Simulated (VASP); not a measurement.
Runs of VASP 6.6.1 on NbCrCl. The structure is that of space group P4/mmm (No. 123), or close to it. The cells are those of the table. The cell was built from a structure type or drawn by symmetry, and may not be a known phase.

| task | spin | cell | k mesh | cutoff (eV) | gap on the mesh (eV) | pressure (GPa) | moment (μB) |
| --- | --- | --- | --- | --- | --- | --- | --- |
| relaxation of cell and atoms | collinear, ferromagnetic start | relaxed from a = 4.714, b = 4.714, c = 4.832 Å, 3 atoms | 4 × 4 × 4 | 600 | none | 0.0 | 2.68 |
| single point | collinear, ferrimagnetic start | a = 3.651, b = 3.651, c = 4.857 Å, 3 atoms | 6 × 6 × 4 | 520 | none | (a) | 2.47 |
| single point | collinear, ferromagnetic start | a = 4.714, b = 4.714, c = 4.832 Å, 3 atoms | 4 × 4 × 4 | 520 | none | -5.9 | (b) |
| single point | collinear, ferromagnetic start | a = 3.661, b = 3.661, c = 4.850 Å, 3 atoms | 4 × 4 × 4 | 520 | none | 0.1 | 2.68 |

Alike in all rows: level PBE; potentials or basis VASP PAW PBE potentials, release 64 (Nb_sv, Cr_pv, Cl); smearing gaussian 0.1 eV.

Question: Estimate the missing entries.

Answer: (a) -0.1; (b) 2.27.

Caveats: some runs use coarse meshes; a cell with one magnetic atom can't hold antiferromagnetic order, which such compounds often take; the cell stands under tension (at least some runs); an empty level that is flat over the whole mesh can mark a ghost state of the potentials, or a narrow d or f band (at least some runs).

A k mesh can miss the band edges, and the runs leave out spin-orbit coupling on Nb.

A gap of «none» marks levels without a gap at the run's occupations.
